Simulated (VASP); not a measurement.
# Hf (P6_3/mmc) in VASP: notebook

Runs on Hf. Level: PBE+D3(BJ). Tasks: single point, relaxation of cell and atoms.

All numbers are computed with VASP 6.6.1; they aren't measurements. Logs are shortened: lines on timing, memory, paths and dates and some standing lists are left out, and cuts for length are marked.

**1. The cell of the first run**

The structure is hexagonal, space group P6_3/mmc (No. 194). The conventional cell has a = 3.171 Å, b = 3.171 Å, c = 5.017 Å, α = 90.00°, β = 90.00°, γ = 120.00°. Within 4.1 Å of Hf (site symmetry -6m2) lie 12 Hf at 3.11 to 3.17 Å.

**2. Single point, PBE+D3(BJ)**

File INCAR:

```
PREC = Accurate
ENCUT = 520
EDIFF = 1E-6
ISMEAR = 0
SIGMA = 0.1
LREAL = F
LASPH = T
NELM = 60
ALGO = Normal
ISIF = 2
LWAVE = F
LCHARG = F
GGA = PE
IVDW = 12
NBANDS = 17
```

File KPOINTS:

```
regular mesh
0
Gamma
  15 15 8
```

File POSCAR:

```
Hf
1.0
    3.1711760703      0.0000000000      0.0000000000
   -1.5855880351      2.7463190367      0.0000000000
    0.0000000000      0.0000000000      5.0167614026
Hf
2
Direct
    0.3333333333      0.6666666667      0.2500000000
    0.6666666667      0.3333333333      0.7500000000
```

Potentials or basis: VASP PAW PBE potentials, release 64 (Hf_pv).

On the command line:

```bash
> cat potpaw_PBE.64/Hf_pv/POTCAR > POTCAR
> mpirun -np 1 vasp_std > vasp.out
```

OUTCAR:

```text
PREC = Accurate
   ENCUT = 520
   EDIFF = 1E-6
   ISMEAR = 0
   LREAL = F
   LASPH = T
   NELM = 60
   ISIF = 2
   GGA = PE
   IVDW = 12
 IVDW          = 12

 ion  position               nearest neighbor table
   1  0.333  0.667  0.250-   2 3.11   2 3.11   2 3.11   2 3.11   2 3.11   2 3.11
   2  0.667  0.333  0.750-   1 3.11   1 3.11   1 3.11   1 3.11   1 3.11   1 3.11

  LATTYP: Found a hexagonal cell.
 ALAT       =     3.1711760703
 C/A-ratio  =     1.5819876574

  Lattice vectors:

 A1 = (   3.1711760703,   0.0000000000,   0.0000000000)
 A2 = (  -1.5855880351,   2.7463190367,   0.0000000000)
 A3 = (   0.0000000000,   0.0000000000,   5.0167614026)

Analysis of symmetry for initial positions (statically):
=====================================================================
 Subroutine PRICEL returns:
 Original cell was already a primitive cell.

 Routine SETGRP: Setting up the symmetry group for a
 hexagonal supercell.

 Subroutine GETGRP returns: Found 24 space group operations
 (whereof 12 operations were pure point group operations)
 out of a pool of 24 trial point group operations.

The static configuration has the point symmetry D_3d.
 The point group associated with its full space group is D_6h.

Analysis of symmetry for dynamics (positions and initial velocities):
=====================================================================
 Subroutine PRICEL returns:
 Original cell was already a primitive cell.

 Routine SETGRP: Setting up the symmetry group for a
 hexagonal supercell.

 Subroutine GETGRP returns: Found 24 space group operations
 (whereof 12 operations were pure point group operations)
 out of a pool of 24 trial point group operations.

The dynamic configuration has the point symmetry D_3d.
 The point group associated with its full space group is D_6h.

 Subroutine INISYM returns: Found 24 space group operations
 (whereof 12 operations are pure point group operations),
 and found     1 'primitive' translations

----------------------------------------------------------------------------------------

                                     Primitive cell

  volume of cell :      43.6913

  direct lattice vectors                    reciprocal lattice vectors
     3.171176070  0.000000000  0.000000000     0.315340422  0.182061877  0.000000000
    -1.585588035  2.746319037  0.000000000     0.000000000  0.364123755  0.000000000
     0.000000000  0.000000000  5.016761403     0.000000000  0.000000000  0.199331784

  length of vectors
     3.171176070  3.171176070  5.016761403     0.364123755  0.364123755  0.199331784

  position of ions in fractional coordinates (direct lattice)
     0.333333333  0.666666667  0.250000000
     0.666666667  0.333333333  0.750000000

  ion indices of the primitive-cell ions
   primitive index   ion index
                 1           1
                 2           2

----------------------------------------------------------------------------------------

 KPOINTS: regular mesh

Automatic generation of k-mesh.
 Grid dimensions read from file:
 generate k-points for:   15   15    8

 Generating k-lattice:

  Cartesian coordinates                     Fractional coordinates (reciprocal lattice)
     0.021022695  0.012137458  0.000000000     0.066666667 -0.000000000  0.000000000
     0.000000000  0.024274917  0.000000000     0.000000000  0.066666667  0.000000000
     0.000000000  0.000000000  0.024916473     0.000000000  0.000000000  0.125000000

  Length of vectors
     0.024274917  0.024274917  0.024916473

  Shift w.r.t. Gamma in fractional coordinates (k-lattice)
     0.000000000  0.000000000  0.000000000

 Subroutine IBZKPT returns following result:
 ===========================================

 Found    135 irreducible k-points:

 Following reciprocal coordinates:
            Coordinates               Weight
  0.000000  0.000000  0.000000      1.000000
  0.066667  0.000000  0.000000      6.000000
  0.133333 -0.000000  0.000000      6.000000
  0.200000  0.000000  0.000000      6.000000
  0.266667 -0.000000  0.000000      6.000000
  0.333333  0.000000  0.000000      6.000000
[... 16 lines left out ...]
  0.333333  0.200000  0.000000     12.000000
  0.400000  0.200000  0.000000      6.000000
 [... further k-points ...]
   k-points           NKPTS =    135   k-points in BZ     NKDIM =    135   number of bands    NBANDS=     17
   number of dos      NEDOS =    301   number of ions     NIONS =      2
   total plane-waves  NPLWV =  23040
   dimension x,y,z NGX =    24 NGY =   24 NGZ =   40
   dimension x,y,z NGXF=    48 NGYF=   48 NGZF=   80
   ions per type =               2
   NGX,Y,Z   is equivalent  to a cutoff of  12.58, 12.58, 13.26 a.u.
   NGXF,Y,Z  is equivalent  to a cutoff of  25.16, 25.16, 26.51 a.u.
 SYSTEM =  unknown system
   PREC   = accura    normal or accurate (medium, high low for compatibility)
   ISTART =      0    job   : 0-new  1-cont  2-samecut
   ICHARG =      2    charge: 1-file 2-atom 10-const
   ISPIN  =      1    spin polarized calculation?
   LNONCOLLINEAR =      F non collinear calculations
   LSORBIT =      F    spin-orbit coupling
   LASPH  =      T    aspherical Exc in radial PAW
   ENCUT  =  520.0 eV  38.22 Ry    6.18 a.u.   5.90  5.90  9.33*2*pi/ulx,y,z
   NELM   =     60;   NELMIN=  2; NELMDL= -5     # of ELM steps
   EDIFF  = 0.1E-05   stopping-criterion for ELM
   LREAL  =      F    real-space projection
[... 7 lines left out ...]
   TEBEG  =    0.0;   TEEND  =   0.0 temperature during run
   PSTRESS=    0.0 pullay stress
   NELECT =      20.0000    total number of electrons
   NUPDOWN=      -1.0000    fix difference up-down
   EMIN   =  10.00;   EMAX   =-10.00  energy-range for DOS
   EFERMI =   0.00;   METHOD = LEGACY
   ISMEAR =     0;   SIGMA  =   0.10  broadening in eV -4-tet -1-fermi 0-gaus
   EFERMI_NEDOS =   21; number of points for ismear=-14 and -15
   IALGO  =     38    algorithm
   IMIX   =      4    mixing-type and parameters
     AMIX     =   0.40;   BMIX     =  1.00
     AMIX_MAG =   1.60;   BMIX_MAG =  1.00
  volume/ion in A,a.u.               =      21.85       147.42
  Fermi-wavevector in a.u.,A,eV,Ry     =   1.261692  2.384252 21.658650  1.591866
  Thomas-Fermi vector in A             =   2.395138
   LORBIT       =      0    0 simple, 1 ext, 2 COOP (PROOUT), +10 PAW based schemes
   GGA     = PE    functional components
   LHFCALC =     F    Hartree Fock is set to
   AEXX    =    0.0000 exact exchange contribution
   IVDW    =    12    specifies the selected vdW correction
   LEPSILON=     F    determine dielectric tensor
   LRPA    =     F    only Hartree local field effects (RPA)
 non-spin polarized calculation
 Gauss-broadening in eV      SIGMA  =   0.10
  energy-cutoff  :      520.00
  volume of cell :       43.69
 maximum number of plane-waves:      1194
 NGX is ok and might be reduce to    24
   NGX = 11   NGY = 11   NGZ = 19

 number of electron      19.9999998 magnetization

 Free energy of the ion-electron system (eV)
  ---------------------------------------------------
  ext. energy  EPLUGINS =         0.00000000
  ---------------------------------------------------
  free energy    TOTEN  =       -19.84256467 eV

  energy without entropy =      -19.83532380  energy(sigma->0) =      -19.83894423

 E-fermi :   5.0916     XC(G=0): -11.3920

 val. band max:        5.0885934514   @ k =   0.1333   0.0667   0.3750
 cond. band min:       5.1103665252   @ k =   0.0667   0.0000   0.5000
 fundamental gap:      0.0217730738
 Fermi energy:         5.0916257769

 k-point     1 :       0.0000    0.0000    0.0000
  band No.  band energies     occupation
      1     -25.9761      2.00000
      2     -25.1691      2.00000
      3     -25.1691      2.00000
      4     -25.0374      2.00000
      5     -25.0314      2.00000
      6     -25.0314      2.00000
[... 9 lines left out ...]
     16       7.7726      0.00000
     17      10.5466      0.00000

 k-point     2 :       0.0667    0.0000    0.0000
  band No.  band energies     occupation
      1     -25.9637      2.00000
      2     -25.1959      2.00000
      3     -25.1781      2.00000
      4     -25.0598      2.00000
      5     -25.0431      2.00000
      6     -25.0349      2.00000
[... 9 lines left out ...]
     16       7.6374      0.00000
     17      10.6709      0.00000

 k-point     3 :       0.1333   -0.0000    0.0000
  band No.  band energies     occupation
      1     -25.9273      2.00000
      2     -25.2718      2.00000
      3     -25.2031      2.00000
      4     -25.1386      2.00000
      5     -25.0603      2.00000
      6     -25.0454      2.00000
[... 9 lines left out ...]
     16       7.6108      0.00000
     17      10.9155      0.00000

 k-point     4 :       0.2000    0.0000    0.0000
  band No.  band energies     occupation
      1     -25.8702      2.00000
      2     -25.3835      2.00000
      3     -25.2510      2.00000
      4     -25.2385      2.00000
      5     -25.0891      2.00000
      6     -25.0619      2.00000
[... 9 lines left out ...]
     16       8.1985      0.00000
     17      11.1960      0.00000
[... 343 lines left out ...]
      1     -25.6493      2.00000
      2     -25.6195      2.00000
      3     -25.5746      2.00000
      4     -25.3784      2.00000
      5     -25.2447      2.00000
      6     -25.2285      2.00000
[... 9 lines left out ...]
     16      11.2033      0.00000
     17      11.5627      0.00000

 k-point    23 :       0.3333    0.2000    0.0000
  band No.  band energies     occupation
      1     -25.7047      2.00000
      2     -25.5756      2.00000
      3     -25.5497      2.00000
      4     -25.4389      2.00000
      5     -25.2987      2.00000
      6     -25.2574      2.00000
[... 9 lines left out ...]
     16      11.1853      0.00000
     17      12.1374      0.00000

 k-point    24 :       0.4000    0.2000    0.0000
  band No.  band energies     occupation
      1     -25.7239      2.00000
      2     -25.5686      2.00000
      3     -25.5157      2.00000
      4     -25.4681      2.00000
      5     -25.3270      2.00000
      6     -25.2673      2.00000
[... 9 lines left out ...]
     16      11.1781      0.00000
     17      11.6776      0.00000

 [... further k-points ...]

------------------------ aborting loop because EDIFF is reached ----------------------------------------

 Edisp (eV)   -0.92313

 E8    (eV) :    -0.4953

  FORCE on cell =-STRESS in cart. coord.  units (eV):
  Direction    XX          YY          ZZ          XY          YZ          ZX
  --------------------------------------------------------------------------------------
  -------------------------------------------------------------------------------------
  Total      -0.10806    -0.10806    -0.14063    -0.00000     0.00000    -0.00000
  in kB      -3.96269    -3.96269    -5.15710    -0.00000     0.00000    -0.00000
  external pressure =       -4.36 kB  Pullay stress =        0.00 kB

 VOLUME and BASIS-vectors are now :
 -----------------------------------------------------------------------------
  energy-cutoff  :      520.00
  volume of cell :       43.69
      direct lattice vectors                 reciprocal lattice vectors
     3.171176070  0.000000000  0.000000000     0.315340422  0.182061877  0.000000000
    -1.585588035  2.746319037  0.000000000     0.000000000  0.364123755  0.000000000
     0.000000000  0.000000000  5.016761403     0.000000000  0.000000000  0.199331784

 POSITION                                       TOTAL-FORCE (eV/Angst)
 -----------------------------------------------------------------------------------
     -0.00000      1.83088      1.25419        -0.000000      0.000000      0.000000
      1.58559      0.91544      3.76257         0.000000     -0.000000      0.000000
 -----------------------------------------------------------------------------------
    total drift:                                0.000000     -0.000000      0.000000

  FREE ENERGIE OF THE ION-ELECTRON SYSTEM (eV)
  ---------------------------------------------------
  free  energy   TOTEN  =       -20.7656914195 eV

  energy  without entropy=      -20.7584505547  energy(sigma->0) =      -20.76207099
```

It took 24 s on 1 thread of Intel Xeon 6975P-C (Granite Rapids), shared host; peak memory 0.23 GiB.

What came out:

- Free energy: -20.7657 eV
- Pressure: -0.4 GPa
- Band gap on the k mesh: zero (bands 10 and 11 overlap by 1.63 eV)
- Dispersion energy per atom: -0.462 eV

Levels at points of the mesh, in eV from the Fermi level:
```tsv
k point	band 7	band 8	band 9	band 10	band 11	band 12	band 13	band 14
(0.00, 0.00, 0.00)	-7.47	-3.79	0.72	1.18	1.18	1.47	2.03	2.03
(0.00, 0.00, 0.50)	-5.45	-5.45	0.13	0.13	1.07	1.07	1.07	1.07
```

Caveat: spin-orbit coupling is left out, which moves the levels of the heavy elements.

**3. Relaxation of cell and atoms, PBE+D3(BJ)**

This run uses another cell than the first one, of 22.38 Å³/atom.

File INCAR:

```
SYSTEM = Hf
PREC = Accurate ; ENCUT = 600
EDIFF = 1E-7 ; ISMEAR = 0
SIGMA = 0.1 ; LREAL = .False.
LASPH = .True. ; NELM = 60
ALGO = Normal ; ISIF = 3
LWAVE = .False. ; LCHARG = .False.
GGA = PE ; IVDW = 12
IBRION = 2 ; NSW = 100
EDIFFG = -0.005
```

File KPOINTS:

```
Automatic mesh
0
Gamma
  15 15 8
  0 0 0
```

File POSCAR:

```
Hf
1.0
    3.1966985242      0.0000000000      0.0000000000
   -1.5983492621      2.7684221302      0.0000000000
    0.0000000000      0.0000000000      5.0578000000
Hf
2
Direct
    0.3333333333      0.6666666667      0.2500000000
    0.6666666667      0.3333333333      0.7500000000
```

Potentials or basis: VASP PAW PBE potentials, release 64 (Hf_pv).

On the command line:

```bash
> cat potpaw_PBE.64/Hf_pv/POTCAR > POTCAR
> mpirun -np 1 vasp_std > vasp.out
```

It took 2.2 min on 1 thread of Intel Xeon 6975P-C (Granite Rapids), shared host; peak memory 0.26 GiB.

Results (log left out):

- Free energy: -20.7665 eV
- Relaxed volume: 21.76 Å³/atom
- Relaxed cell: a = 3.168 Å, b = 3.168 Å, c = 5.008 Å, α = 90.00°, β = 90.00°, γ = 120.00°
- Space group after relaxing (to 0.1 Å): P6_3/mmc (No. 194)
- Energy gained by relaxing: 6.0 meV/atom
- Ionic steps: 6
- Pressure after relaxing: 0.0 GPa
- Band gap on the k mesh: zero (bands 10 and 11 overlap by 1.63 eV)
- Dispersion energy per atom: -0.463 eV

The path:
```csv
step,energy change (eV),largest force (eV/Å),pressure (GPa),volume (Å³)
1,0.0000,0.0000,-3.03,44.76
2,0.0060,0.0000,4.08,42.07
3,-0.0120,0.0000,-0.02,43.53
4,-0.0120,0.0000,0.05,43.51
5,-0.0120,0.0000,-0.05,43.54
6,-0.0120,0.0000,0.00,43.53
```

Final structure:
```yaml
crystal:
  lattice:
    - [3.16784, 0.00000, 0.00000]
    - [-1.58392, 2.74343, 0.00000]
    - [0.00000, 0.00000, 5.00841]
  atoms:
    - { symbol: Hf, position: [0.33333, 0.66667, 0.25000] }
    - { symbol: Hf, position: [0.66667, 0.33333, 0.75000] }
```

Levels at points of the mesh, in eV from the Fermi level:
```
           k point  band 7  band 8  band 9  band 10  band 11  band 12  band 13  band 14
(0.00, 0.00, 0.00)   -7.48   -3.80    0.74     1.18     1.18     1.48     2.03     2.03
(0.00, 0.00, 0.50)   -5.45   -5.45    0.13     0.13     1.07     1.07     1.07     1.07
```

Caveat: spin-orbit coupling is left out, which moves the levels of the heavy elements.
